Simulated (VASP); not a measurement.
# Os (Fd-3m) in VASP: single point with PBEsol

Aim: the single point of Os with PBEsol.

Everything below comes from runs of VASP 6.6.1. Logs are shortened: lines on timing, memory, paths and dates and some standing lists are left out, and cuts for length are marked.

## (1) The cell of the first run

It takes space group Fd-3m (No. 227, cubic). The conventional cell has a = 5.502 Å, b = 5.502 Å, c = 5.502 Å, α = 90.00°, β = 90.00°, γ = 90.00°. Os (site symmetry -43m) has 4 Os at 2.38 Å within 3.1 Å.

## (2) Single point, PBEsol

INCAR

```
PREC = Accurate
ENCUT = 520
EDIFF = 1E-6
ISMEAR = -1
SIGMA = 0.13605693000000002
LREAL = F
LASPH = T
NELM = 80
ALGO = Normal
ISIF = 2
LWAVE = F
LCHARG = F
GGA = PS
NBANDS = 15
```

KPOINTS

```
regular mesh
0
Gamma
  8 8 8
```

POSCAR

```
Os
1.0
    0.0000000000      2.7511510333      2.7511510333
    2.7511510333      0.0000000000      2.7511510333
    2.7511510333      2.7511510333      0.0000000000
Os
2
Direct
    0.0000000000      0.0000000000      0.0000000000
    0.2500000000      0.2500000000      0.2500000000
```

Potentials or basis: VASP PAW PBE potentials, release 64 (Os).

Run with:

```
cat potpaw_PBE.64/Os/POTCAR > POTCAR
mpirun -np 1 vasp_std > vasp.out
```

OUTCAR:

```text
PREC = Accurate
   ENCUT = 520
   EDIFF = 1E-6
   ISMEAR = -1
   LREAL = F
   LASPH = T
   NELM = 80
   ISIF = 2
   GGA = PS

 ion  position               nearest neighbor table
   1  0.000  0.000  0.000-   2 2.38   2 2.38   2 2.38   2 2.38
   2  0.250  0.250  0.250-   1 2.38   1 2.38   1 2.38   1 2.38

  LATTYP: Found a face centered cubic cell.
 ALAT       =     5.5023020666

  Lattice vectors:

 A1 = (   0.0000000000,   2.7511510333,   2.7511510333)
 A2 = (   2.7511510333,   0.0000000000,   2.7511510333)
 A3 = (   2.7511510333,   2.7511510333,   0.0000000000)

Analysis of symmetry for initial positions (statically):
=====================================================================
 Subroutine PRICEL returns:
 Original cell was already a primitive cell.

 Routine SETGRP: Setting up the symmetry group for a
 face centered cubic supercell.

 Subroutine GETGRP returns: Found 48 space group operations
 (whereof 24 operations were pure point group operations)
 out of a pool of 48 trial point group operations.

The static configuration has the point symmetry T_d .
 The point group associated with its full space group is O_h .

Analysis of symmetry for dynamics (positions and initial velocities):
=====================================================================
 Subroutine PRICEL returns:
 Original cell was already a primitive cell.

 Routine SETGRP: Setting up the symmetry group for a
 face centered cubic supercell.

 Subroutine GETGRP returns: Found 48 space group operations
 (whereof 24 operations were pure point group operations)
 out of a pool of 48 trial point group operations.

The dynamic configuration has the point symmetry T_d .
 The point group associated with its full space group is O_h .

 Subroutine INISYM returns: Found 48 space group operations
 (whereof 24 operations are pure point group operations),
 and found     1 'primitive' translations

----------------------------------------------------------------------------------------

                                     Primitive cell

  volume of cell :      41.6460

  direct lattice vectors                    reciprocal lattice vectors
     0.000000000  2.751151033  2.751151033    -0.181742112  0.181742112  0.181742112
     2.751151033  0.000000000  2.751151033     0.181742112 -0.181742112  0.181742112
     2.751151033  2.751151033  0.000000000     0.181742112  0.181742112 -0.181742112

  length of vectors
     3.890715103  3.890715103  3.890715103     0.314786572  0.314786572  0.314786572

  position of ions in fractional coordinates (direct lattice)
     0.000000000  0.000000000  0.000000000
     0.250000000  0.250000000  0.250000000

  ion indices of the primitive-cell ions
   primitive index   ion index
                 1           1
                 2           2

----------------------------------------------------------------------------------------

 KPOINTS: regular mesh

Automatic generation of k-mesh.
 Grid dimensions read from file:
 generate k-points for:    8    8    8

 Generating k-lattice:

  Cartesian coordinates                     Fractional coordinates (reciprocal lattice)
    -0.022717764  0.022717764  0.022717764     0.125000000  0.000000000  0.000000000
     0.022717764 -0.022717764  0.022717764     0.000000000  0.125000000  0.000000000
     0.022717764  0.022717764 -0.022717764     0.000000000  0.000000000  0.125000000

  Length of vectors
     0.039348322  0.039348322  0.039348322

  Shift w.r.t. Gamma in fractional coordinates (k-lattice)
     0.000000000  0.000000000  0.000000000

 Subroutine IBZKPT returns following result:
 ===========================================

 Found     29 irreducible k-points:

 Following reciprocal coordinates:
            Coordinates               Weight
  0.000000  0.000000  0.000000      1.000000
  0.125000  0.000000  0.000000      8.000000
  0.250000  0.000000  0.000000      8.000000
  0.375000  0.000000  0.000000      8.000000
  0.500000  0.000000  0.000000      4.000000
  0.125000  0.125000  0.000000      6.000000
[... 16 lines left out ...]
  0.500000  0.250000  0.125000     48.000000
 -0.375000  0.250000  0.125000     24.000000
 [... further k-points ...]
   k-points           NKPTS =     29   k-points in BZ     NKDIM =     29   number of bands    NBANDS=     15
   number of dos      NEDOS =    301   number of ions     NIONS =      2
   total plane-waves  NPLWV =  27000
   dimension x,y,z NGX =    30 NGY =   30 NGZ =   30
   dimension x,y,z NGXF=    60 NGYF=   60 NGZF=   60
   ions per type =               2
   NGX,Y,Z   is equivalent  to a cutoff of  12.82, 12.82, 12.82 a.u.
   NGXF,Y,Z  is equivalent  to a cutoff of  25.64, 25.64, 25.64 a.u.
 SYSTEM =  unknown system
   PREC   = accura    normal or accurate (medium, high low for compatibility)
   ISTART =      0    job   : 0-new  1-cont  2-samecut
   ICHARG =      2    charge: 1-file 2-atom 10-const
   ISPIN  =      1    spin polarized calculation?
   LNONCOLLINEAR =      F non collinear calculations
   LSORBIT =      F    spin-orbit coupling
   LASPH  =      T    aspherical Exc in radial PAW
   ENCUT  =  520.0 eV  38.22 Ry    6.18 a.u.   7.23  7.23  7.23*2*pi/ulx,y,z
   NELM   =     80;   NELMIN=  2; NELMDL= -5     # of ELM steps
   EDIFF  = 0.1E-05   stopping-criterion for ELM
   LREAL  =      F    real-space projection
   EDIFFG = 0.1E-04   stopping-criterion for IOM
   NSW    =      0    number of steps for IOM
   IBRION =     -1    ionic relax: 0-MD 1-quasi-New 2-CG
   NFREE  =      0    steps in history (QN), initial steepest desc. (CG)
   ISIF   =      2    stress and relaxation
   ISYM   =      2    0-nonsym 1-usesym 2-fastsym
   POTIM  = 0.5000    time-step for ionic-motion
   TEBEG  =    0.0;   TEEND  =   0.0 temperature during run
   PSTRESS=    0.0 pullay stress
   NELECT =      16.0000    total number of electrons
   NUPDOWN=      -1.0000    fix difference up-down
   EMIN   =  10.00;   EMAX   =-10.00  energy-range for DOS
   EFERMI =   0.00;   METHOD = LEGACY
   ISMEAR =    -1;   SIGMA  =   0.14  broadening in eV -4-tet -1-fermi 0-gaus
   EFERMI_NEDOS =   21; number of points for ismear=-14 and -15
   IALGO  =     38    algorithm
   IMIX   =      4    mixing-type and parameters
     AMIX     =   0.40;   BMIX     =  1.00
     AMIX_MAG =   1.60;   BMIX_MAG =  1.00
  volume/ion in A,a.u.               =      20.82       140.52
  Fermi-wavevector in a.u.,A,eV,Ry     =   1.190119  2.248999 19.271064  1.416383
  Thomas-Fermi vector in A             =   2.326211
   LORBIT       =      0    0 simple, 1 ext, 2 COOP (PROOUT), +10 PAW based schemes
   GGA     = PS    functional components
   LHFCALC =     F    Hartree Fock is set to
   AEXX    =    0.0000 exact exchange contribution
   IVDW    =     0    specifies the selected vdW correction
   LEPSILON=     F    determine dielectric tensor
   LRPA    =     F    only Hartree local field effects (RPA)
 non-spin polarized calculation
  energy-cutoff  :      520.00
  volume of cell :       41.65
 maximum number of plane-waves:      1139
 NGX is ok and might be reduce to    30
   NGX = 15   NGY = 15   NGZ = 15

 number of electron      16.0000000 magnetization

 Free energy of the ion-electron system (eV)
  ---------------------------------------------------
  ext. energy  EPLUGINS =         0.00000000
  ---------------------------------------------------
  free energy    TOTEN  =       -21.62074267 eV

  energy without entropy =      -21.52029648  energy(sigma->0) =      -21.57051958

 E-fermi :   4.5052     XC(G=0): -11.5238

 val. band max:        4.3283968673   @ k =   0.2500   0.1250   0.0000
 cond. band min:       4.5246074043   @ k =   0.3750   0.0000   0.0000
 fundamental gap:      0.1962105369
 Fermi energy:         4.5051607146

 k-point     1 :       0.0000    0.0000    0.0000
  band No.  band energies     occupation
      1      -3.2652      2.00000
      2       0.1823      2.00000
      3       0.1823      2.00000
      4       0.8529      2.00000
      5       0.8529      2.00000
      6       0.8529      2.00000
      7       3.9306      1.97112
      8       3.9306      1.97112
      9       3.9306      1.97112
     10       7.1658      0.00000
     11       7.1658      0.00000
     12      15.7808      0.00000
     13      15.9239      0.00000
     14      17.3788      0.00000
     15      17.3788      0.00000

 k-point     2 :       0.1250    0.0000    0.0000
  band No.  band energies     occupation
      1      -2.9739      2.00000
      2       0.0450      2.00000
      3       0.0450      2.00000
      4       0.8137      2.00000
      5       1.1005      2.00000
      6       1.1005      2.00000
      7       3.6085      1.99726
      8       3.8957      1.97758
      9       3.8957      1.97758
     10       7.1351      0.00000
     11       7.1351      0.00000
     12      14.7779      0.00000
     13      15.6307      0.00000
     14      17.2470      0.00000
     15      17.2692      0.00000

 k-point     3 :       0.2500    0.0000    0.0000
  band No.  band energies     occupation
      1      -2.1882      2.00000
      2      -0.0168      2.00000
      3      -0.0168      2.00000
      4       0.7257      2.00000
      5       1.2988      2.00000
      6       1.2988      2.00000
      7       2.9727      1.99997
      8       4.0160      1.94657
      9       4.0160      1.94657
     10       6.9952      0.00000
     11       6.9952      0.00000
     12      11.7639      0.00000
     13      14.7423      0.00000
     14      16.0012      0.00000
     15      16.0012      0.00000

 k-point     4 :       0.3750    0.0000    0.0000
  band No.  band energies     occupation
      1      -1.2355      2.00000
      2       0.1687      2.00000
      3       0.1687      2.00000
      4       0.5552      2.00000
      5       1.0472      2.00000
      6       1.0472      2.00000
      7       2.7167      2.00000
      8       4.5246      0.92866
      9       4.5246      0.92866
     10       6.6798      0.00000
     11       6.6798      0.00000
     12       8.8195      0.00000
     13      14.4722      0.00000
     14      14.8759      0.00000
     15      14.8759      0.00000
[... 307 lines left out ...]
 k-point    22 :       0.3750    0.2500    0.1250
  band No.  band energies     occupation
      1      -1.4932      2.00000
      2      -0.5554      2.00000
      3       0.4545      2.00000
      4       0.6966      2.00000
      5       0.9571      2.00000
      6       2.0617      2.00000
      7       2.2430      2.00000
      8       4.1502      1.86289
      9       4.8387      0.15863
     10       5.8651      0.00009
     11       7.4690      0.00000
     12      11.4102      0.00000
     13      12.0011      0.00000
     14      13.8810      0.00000
     15      15.7253      0.00000

 k-point    23 :       0.5000    0.2500    0.1250
  band No.  band energies     occupation
      1      -0.6793      2.00000
      2      -0.4658      2.00000
      3       0.0791      2.00000
      4       0.7798      2.00000
      5       1.0042      2.00000
      6       1.8981      2.00000
      7       2.7500      2.00000
      8       4.2139      1.78958
      9       5.0485      0.03620
     10       5.8086      0.00014
     11       7.3156      0.00000
     12       8.8241      0.00000
     13      11.1373      0.00000
     14      12.6150      0.00000
     15      15.9146      0.00000

 k-point    24 :      -0.3750    0.2500    0.1250
  band No.  band energies     occupation
      1      -0.4568      2.00000
      2      -0.3454      2.00000
      3       0.0721      2.00000
      4       0.5986      2.00000
      5       1.3596      2.00000
      6       1.5614      2.00000
      7       3.4303      1.99926
      8       3.9332      1.97056
      9       4.9975      0.05224
     10       6.5027      0.00000
     11       6.8963      0.00000
     12       7.4628      0.00000
     13      11.0183      0.00000
     14      11.9260      0.00000
     15      15.9488      0.00000

 [... further k-points ...]
[... 5 lines left out ...]
  --------------------------------------------------------------------------------------
  -------------------------------------------------------------------------------------
  Total       -0.2533572     -0.2533572     -0.2533572      0.0000000     -0.0000000      0.0000000
  in kB       -9.7469896     -9.7469896     -9.7469896      0.0000000     -0.0000000      0.0000000
  external PRESSURE =      -9.7469896 kB  Pullay stress =       0.0000000 kB

 VOLUME and BASIS-vectors are now :
 -----------------------------------------------------------------------------
  energy-cutoff  :      520.00
  volume of cell :       41.65
      direct lattice vectors                 reciprocal lattice vectors
     0.000000000  2.751151033  2.751151033    -0.181742112  0.181742112  0.181742112
     2.751151033  0.000000000  2.751151033     0.181742112 -0.181742112  0.181742112
     2.751151033  2.751151033  0.000000000     0.181742112  0.181742112 -0.181742112

 POSITION                                       TOTAL-FORCE (eV/Angst)
 -----------------------------------------------------------------------------------
      0.00000      0.00000      0.00000        -0.000000     -0.000000     -0.000000
      1.37558      1.37558      1.37558         0.000000      0.000000      0.000000
 -----------------------------------------------------------------------------------
    total drift:                                0.000000     -0.000000      0.000000

  FREE ENERGIE OF THE ION-ELECTRON SYSTEM (eV)
  ---------------------------------------------------
  free  energy   TOTEN  =       -21.6207426725 eV

  energy  without entropy=      -21.5202964802  energy(sigma->0) =      -21.57051958
```

Wall time 7.7 s (1 thread of Intel Xeon 6975P-C (Granite Rapids), shared host); peak memory 0.17 GiB.

Results:

```yaml
Free_energy: -21.6207 eV
Pressure: -1.0 GPa
Band_gap_on_the_k_mesh: zero (band 8 reaches 4.92 eV, above the bottom of band 9 at 3.90 eV)
```

Levels at points of the mesh, in eV from the Fermi level:
| k point | band 4 | band 5 | band 6 | band 7 | band 8 | band 9 | band 10 | band 11 | band 12 | band 13 |
| --- | --- | --- | --- | --- | --- | --- | --- | --- | --- | --- |
| (0.00, 0.00, 0.00) | -3.65 | -3.65 | -3.65 | -0.57 | -0.57 | -0.57 | 2.66 | 2.66 | 11.28 | 11.42 |
| (0.50, 0.00, 0.00) | -3.96 | -3.90 | -3.90 | -1.58 | 0.41 | 0.41 | 1.91 | 1.91 | 2.94 | 9.91 |
| (0.50, 0.50, 0.00) | -3.86 | -2.89 | -2.89 | -1.32 | -1.32 | 2.28 | 2.28 | 3.47 | 3.47 | 4.28 |

Caveat: the PAW data sets were made with another functional, which shifts forces and pressure a little; spin-orbit coupling is left out, which moves the levels of the heavy elements.
